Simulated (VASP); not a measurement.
# TiCo (P4mm) in VASP: single point with PBEsol

Aim: the single point of TiCo with PBEsol.

Everything below comes from runs of VASP 6.6.1. Logs are shortened: lines on timing, memory, paths and dates and some standing lists are left out, and cuts for length are marked.

**1. The cell of the first run**

Symmetry: P4mm, No. 99, tetragonal system. The conventional cell has a = 2.986 Å, b = 2.986 Å, c = 2.986 Å, α = 90.00°, β = 90.00°, γ = 90.00°. Within 3.4 Å of Ti (site symmetry 4mm) lie 8 Co at 2.55 to 2.62 Å and 6 Ti at 2.99 Å. Co (site symmetry 4mm) has 8 Ti at 2.55 to 2.62 Å and 6 Co at 2.99 Å within 3.4 Å.

**2. Single point, PBEsol, collinear spin, ferromagnetic start (all Ti atoms moved +0.062 Å, as atom 1 along Cartesian [0 0 1])**

INCAR reads:

```
  PREC = Accurate
  ENCUT = 520
  EDIFF = 1E-6
  ISMEAR = 0
  SIGMA = 0.15
  LREAL = False
  LASPH = True
  NELM = 150
  ALGO = Fast
  ISIF = 2
  LWAVE = False
  LCHARG = True
  ISPIN = 2
  MAGMOM = 0 0.4
  LORBIT = 11
  LMAXMIX = 4
  GGA = PS
  LELF = True
  LVHAR = True
  NBANDS = 22
```

KPOINTS reads:

```
regular mesh
0
Gamma
  16 16 16
```

POSCAR reads:

```
TiCo
1.0
    2.9861109900      0.0000000000      0.0000000000
    0.0000000000      2.9861109900      0.0000000000
    0.0000000000      0.0000000000      2.9861109900
Ti Co
1 1
Direct
    0.0000000000      0.0000000000      0.0209302334
    0.5000000000      0.5000000000      0.5000000000
```

Potentials or basis: VASP PAW PBE potentials, release 64 (Ti_sv, Co).

Run with:

```sh
> cat potpaw_PBE.64/Ti_sv/POTCAR potpaw_PBE.64/Co/POTCAR > POTCAR
> mpirun -np 1 vasp_std > vasp.out
```

OUTCAR:

```text
PREC = Accurate
   ENCUT = 520
   EDIFF = 1E-6
   ISMEAR = 0
   LREAL = False
   LASPH = True
   NELM = 150
   ISIF = 2
   ISPIN = 2
   LORBIT = 11
   GGA = PS

 ion  position               nearest neighbor table
   1  0.000  0.000  0.021-   2 2.55   2 2.55   2 2.55   2 2.55   2 2.62   2 2.62   2 2.62   2 2.62

   2  0.500  0.500  0.500-   1 2.55   1 2.55   1 2.55   1 2.55   1 2.62   1 2.62   1 2.62   1 2.62

  LATTYP: Found a simple cubic cell.
 ALAT       =     2.9861109900

  Lattice vectors:

 A1 = (   2.9861109900,   0.0000000000,   0.0000000000)
 A2 = (   0.0000000000,   2.9861109900,   0.0000000000)
 A3 = (   0.0000000000,   0.0000000000,   2.9861109900)

Analysis of symmetry for initial positions (statically):
=====================================================================
 Subroutine PRICEL returns:
 Original cell was already a primitive cell.

 Routine SETGRP: Setting up the symmetry group for a
 simple cubic supercell.

 Subroutine GETGRP returns: Found  8 space group operations
 (whereof  8 operations were pure point group operations)
 out of a pool of 48 trial point group operations.

The static configuration has the point symmetry C_4v.

Analysis of symmetry for dynamics (positions and initial velocities):
=====================================================================
 Subroutine PRICEL returns:
 Original cell was already a primitive cell.

 Routine SETGRP: Setting up the symmetry group for a
 simple cubic supercell.

 Subroutine GETGRP returns: Found  8 space group operations
 (whereof  8 operations were pure point group operations)
 out of a pool of 48 trial point group operations.

The dynamic configuration has the point symmetry C_4v.

Analysis of structural, dynamic, and magnetic symmetry:
=====================================================================
 Subroutine PRICEL returns:
 Original cell was already a primitive cell.

 Routine SETGRP: Setting up the symmetry group for a
 simple cubic supercell.

 Subroutine GETGRP returns: Found  8 space group operations
 (whereof  8 operations were pure point group operations)
 out of a pool of 48 trial point group operations.

The overall configuration has the point symmetry C_4v.

 Subroutine INISYM returns: Found  8 space group operations
 (whereof  8 operations are pure point group operations),
 and found     1 'primitive' translations

----------------------------------------------------------------------------------------

                                     Primitive cell

  volume of cell :      26.6267

  direct lattice vectors                    reciprocal lattice vectors
     2.986110990  0.000000000  0.000000000     0.334883735  0.000000000  0.000000000
     0.000000000  2.986110990  0.000000000     0.000000000  0.334883735  0.000000000
     0.000000000  0.000000000  2.986110990     0.000000000  0.000000000  0.334883735

  length of vectors
     2.986110990  2.986110990  2.986110990     0.334883735  0.334883735  0.334883735

  position of ions in fractional coordinates (direct lattice)
     0.000000000  0.000000000  0.020930233
     0.500000000  0.500000000  0.500000000

  ion indices of the primitive-cell ions
   primitive index   ion index
                 1           1
                 2           2

----------------------------------------------------------------------------------------

 KPOINTS: regular mesh

Automatic generation of k-mesh.
 Grid dimensions read from file:
 generate k-points for:   16   16   16

 Generating k-lattice:

  Cartesian coordinates                     Fractional coordinates (reciprocal lattice)
     0.020930233  0.000000000  0.000000000     0.062500000  0.000000000  0.000000000
     0.000000000  0.020930233  0.000000000     0.000000000  0.062500000  0.000000000
     0.000000000  0.000000000  0.020930233     0.000000000  0.000000000  0.062500000

  Length of vectors
     0.020930233  0.020930233  0.020930233

  Shift w.r.t. Gamma in fractional coordinates (k-lattice)
     0.000000000  0.000000000  0.000000000

 Subroutine IBZKPT returns following result:
 ===========================================

 Found    405 irreducible k-points:

 Following reciprocal coordinates:
            Coordinates               Weight
  0.000000  0.000000  0.000000      1.000000
  0.062500  0.000000  0.000000      4.000000
  0.000000  0.000000  0.062500      2.000000
  0.125000  0.000000  0.000000      4.000000
  0.000000  0.000000  0.125000      2.000000
  0.187500  0.000000  0.000000      4.000000
[... 16 lines left out ...]
  0.187500  0.062500  0.000000      8.000000
  0.000000  0.187500  0.062500      8.000000
 [... further k-points ...]
   k-points           NKPTS =    405   k-points in BZ     NKDIM =    405   number of bands    NBANDS=     22
   number of dos      NEDOS =    301   number of ions     NIONS =      2
   total plane-waves  NPLWV =  13824
   dimension x,y,z NGX =    24 NGY =   24 NGZ =   24
   dimension x,y,z NGXF=    48 NGYF=   48 NGZF=   48
   ions per type =               1   1
   NGX,Y,Z   is equivalent  to a cutoff of  13.36, 13.36, 13.36 a.u.
   NGXF,Y,Z  is equivalent  to a cutoff of  26.72, 26.72, 26.72 a.u.
 SYSTEM =  unknown system
   PREC   = accura    normal or accurate (medium, high low for compatibility)
   ISTART =      0    job   : 0-new  1-cont  2-samecut
   ICHARG =      2    charge: 1-file 2-atom 10-const
   ISPIN  =      2    spin polarized calculation?
   LNONCOLLINEAR =      F non collinear calculations
   LSORBIT =      F    spin-orbit coupling
   LASPH  =      T    aspherical Exc in radial PAW
   ENCUT  =  520.0 eV  38.22 Ry    6.18 a.u.   5.55  5.55  5.55*2*pi/ulx,y,z
   NELM   =    150;   NELMIN=  2; NELMDL= -5     # of ELM steps
   EDIFF  = 0.1E-05   stopping-criterion for ELM
   LREAL  =      F    real-space projection
   EDIFFG = 0.1E-04   stopping-criterion for IOM
   NSW    =      0    number of steps for IOM
   IBRION =     -1    ionic relax: 0-MD 1-quasi-New 2-CG
   NFREE  =      0    steps in history (QN), initial steepest desc. (CG)
   ISIF   =      2    stress and relaxation
   ISYM   =      2    0-nonsym 1-usesym 2-fastsym
   POTIM  = 0.5000    time-step for ionic-motion
   TEBEG  =    0.0;   TEEND  =   0.0 temperature during run
   PSTRESS=    0.0 pullay stress
   NELECT =      21.0000    total number of electrons
   NUPDOWN=      -1.0000    fix difference up-down
   EMIN   =  10.00;   EMAX   =-10.00  energy-range for DOS
   EFERMI =   0.00;   METHOD = LEGACY
   ISMEAR =     0;   SIGMA  =   0.15  broadening in eV -4-tet -1-fermi 0-gaus
   EFERMI_NEDOS =   21; number of points for ismear=-14 and -15
   IALGO  =     68    algorithm
   IMIX   =      4    mixing-type and parameters
     AMIX     =   0.40;   BMIX     =  1.00
     AMIX_MAG =   1.60;   BMIX_MAG =  1.00
  volume/ion in A,a.u.               =      13.31        89.84
  Fermi-wavevector in a.u.,A,eV,Ry     =   1.512546  2.858298 31.127355  2.287796
  Thomas-Fermi vector in A             =   2.622456
   LORBIT       =     11    0 simple, 1 ext, 2 COOP (PROOUT), +10 PAW based schemes
   GGA     = PS    functional components
   LHFCALC =     F    Hartree Fock is set to
   AEXX    =    0.0000 exact exchange contribution
   IVDW    =     0    specifies the selected vdW correction
   LEPSILON=     F    determine dielectric tensor
   LRPA    =     F    only Hartree local field effects (RPA)
 spin polarized calculation
 RMM-DIIS sequential band-by-band and
 Gauss-broadening in eV      SIGMA  =   0.15
  energy-cutoff  :      520.00
  volume of cell :       26.63
 maximum number of plane-waves:       739
 NGX is ok and might be reduce to    24
   NGX = 11   NGY = 11   NGZ = 11

 number of electron      20.9999983 magnetization       0.7642400

 Free energy of the ion-electron system (eV)
  ---------------------------------------------------
  ext. energy  EPLUGINS =         0.00000000
  ---------------------------------------------------
  free energy    TOTEN  =       -16.87004097 eV

  energy without entropy =      -16.84565318  energy(sigma->0) =      -16.85784707

 E-fermi :   9.7609     XC(G=0): -12.7319

 val. band max:        9.7597125839   @ k =   0.3750   0.3750   0.5000
 cond. band min:       9.7614596104   @ k =   0.4375   0.4375   0.3750
 fundamental gap:      0.0017470266
 Fermi energy:         9.7609497149

 spin component 1

 k-point     1 :       0.0000    0.0000    0.0000
  band No.  band energies     occupation
      1     -47.1536      1.00000
      2     -23.3457      1.00000
      3     -23.3448      1.00000
      4     -23.3448      1.00000
      5       2.0640      1.00000
      6       5.6574      1.00000
[... 14 lines left out ...]
     21      29.0071      0.00000
     22      30.7021      0.00000
[... 552 lines left out ...]
  band No.  band energies     occupation
      1     -47.1424      1.00000
      2     -23.4387      1.00000
      3     -23.3502      1.00000
      4     -23.3370      1.00000
      5       2.8160      1.00000
      6       5.9516      1.00000
[... 14 lines left out ...]
     21      29.1612      0.00000
     22      30.3695      0.00000

 [... further k-points ...]

 spin component 2

 k-point     1 :       0.0000    0.0000    0.0000
  band No.  band energies     occupation
      1     -47.1612      1.00000
      2     -23.3540      1.00000
      3     -23.3539      1.00000
      4     -23.3539      1.00000
      5       2.0812      1.00000
      6       6.2010      1.00000
[... 14 lines left out ...]
     21      29.9532      0.00000
     22      30.6355      0.00000
[... 552 lines left out ...]
  band No.  band energies     occupation
      1     -47.1500      1.00000
      2     -23.4485      1.00000
      3     -23.3585      1.00000
      4     -23.3461      1.00000
      5       2.8350      1.00000
      6       6.5129      1.00000
[... 14 lines left out ...]
     21      29.1086      0.00000
     22      30.3367      0.00000

 [... further k-points ...]

------------------------ aborting loop because EDIFF is reached ----------------------------------------

  FORCE on cell =-STRESS in cart. coord.  units (eV):
  Direction    XX          YY          ZZ          XY          YZ          ZX
  --------------------------------------------------------------------------------------
  -------------------------------------------------------------------------------------
  Total       -1.3003077     -1.3003077     -1.3185348      0.0000000     -0.0000000     -0.0000000
  in kB      -78.2418084    -78.2418084    -79.3385644      0.0000000     -0.0000000     -0.0000000
  external PRESSURE =     -78.6073937 kB  Pullay stress =       0.0000000 kB

 VOLUME and BASIS-vectors are now :
 -----------------------------------------------------------------------------
  energy-cutoff  :      520.00
  volume of cell :       26.63
      direct lattice vectors                 reciprocal lattice vectors
     2.986110990  0.000000000  0.000000000     0.334883735  0.000000000  0.000000000
     0.000000000  2.986110990  0.000000000     0.000000000  0.334883735  0.000000000
     0.000000000  0.000000000  2.986110990     0.000000000  0.000000000  0.334883735

 POSITION                                       TOTAL-FORCE (eV/Angst)
 -----------------------------------------------------------------------------------
      0.00000      0.00000      0.06250        -0.000000      0.000000     -0.273021
      1.49306      1.49306      1.49306         0.000000     -0.000000      0.273021
 -----------------------------------------------------------------------------------
    total drift:                                0.000000      0.000000     -0.000013

  FREE ENERGIE OF THE ION-ELECTRON SYSTEM (eV)
  ---------------------------------------------------
  free  energy   TOTEN  =       -16.8700409653 eV

  energy  without entropy=      -16.8456531834  energy(sigma->0) =      -16.85784707

 total charge

# of ion       s       p       d       tot
------------------------------------------
    1        2.249   6.181   1.858  10.288
    2        0.525   0.456   7.312   8.293
--------------------------------------------------
tot          2.774   6.637   9.170  18.581

 magnetization (x)

# of ion       s       p       d       tot
------------------------------------------
    1       -0.002  -0.010  -0.011  -0.023
    2        0.026  -0.002   0.799   0.822
--------------------------------------------------
tot          0.024  -0.012   0.787   0.799
```

It took 5.3 min on 1 thread of Intel Xeon 6975P-C (Granite Rapids), shared host; peak memory 0.45 GiB.

Results:

| Quantity | Value |
| --- | --- |
| Free energy | -16.8700 eV |
| Pressure | -7.9 GPa |
| Largest force | 0.273 eV/Å |
| Net moment | 0.76 μB per cell |
| Site moments | Ti -0.02; Co +0.82 μB |
| Valence electrons inside the program's atomic spheres | Ti 10.29; Co 8.29 |

Forces on the atoms (eV/Å):
```
Ti   0.000  0.000 -0.273
Co   0.000  0.000  0.273
```

Levels at points of the mesh, in eV from the Fermi level:
Spin up:
```csv
k point,band 9,band 10,band 11,band 12,band 13,band 14
"(0.00, 0.00, 0.00)",-1.80,-1.80,0.50,0.53,2.69,2.69
"(0.50, 0.00, 0.00)",-1.91,-1.45,-0.68,-0.49,0.68,0.69
"(0.00, 0.00, 0.50)",-1.91,-1.45,-0.70,-0.49,0.67,0.67
"(0.50, 0.50, 0.00)",-1.34,-0.68,0.62,0.62,1.11,2.47
"(0.00, 0.50, 0.50)",-1.34,-0.68,0.59,0.64,1.17,2.48
"(0.50, 0.50, 0.50)",-2.08,-2.08,-1.31,-1.31,3.19,3.19
```
Spin down:
| k point | band 7 | band 8 | band 9 | band 10 | band 11 | band 12 | band 13 | band 14 |
| --- | --- | --- | --- | --- | --- | --- | --- | --- |
| (0.00, 0.00, 0.00) | -3.54 | -1.29 | -1.28 | -1.28 | 0.96 | 0.99 | 2.78 | 2.78 |
| (0.50, 0.00, 0.00) | -1.97 | -1.43 | -1.36 | -0.86 | -0.72 | 0.49 | 0.69 | 0.71 |
| (0.00, 0.00, 0.50) | -1.99 | -1.35 | -1.35 | -0.85 | -0.76 | 0.49 | 0.67 | 0.67 |
| (0.50, 0.50, 0.00) | -2.25 | -2.25 | -0.12 | 0.20 | 0.63 | 0.63 | 1.28 | 2.65 |
| (0.00, 0.50, 0.50) | -2.26 | -2.26 | -0.12 | 0.19 | 0.60 | 0.66 | 1.33 | 2.66 |
| (0.50, 0.50, 0.50) | -2.27 | -2.08 | -2.07 | -2.07 | -0.09 | -0.08 | 3.15 | 3.15 |

Caveat: the cell differs from its parent crystal (all Ti atoms moved +0.062 Å, as atom 1 along Cartesian [0 0 1]); the cell stands under tension; the PAW data sets were made with another functional, which shifts forces and pressure a little.
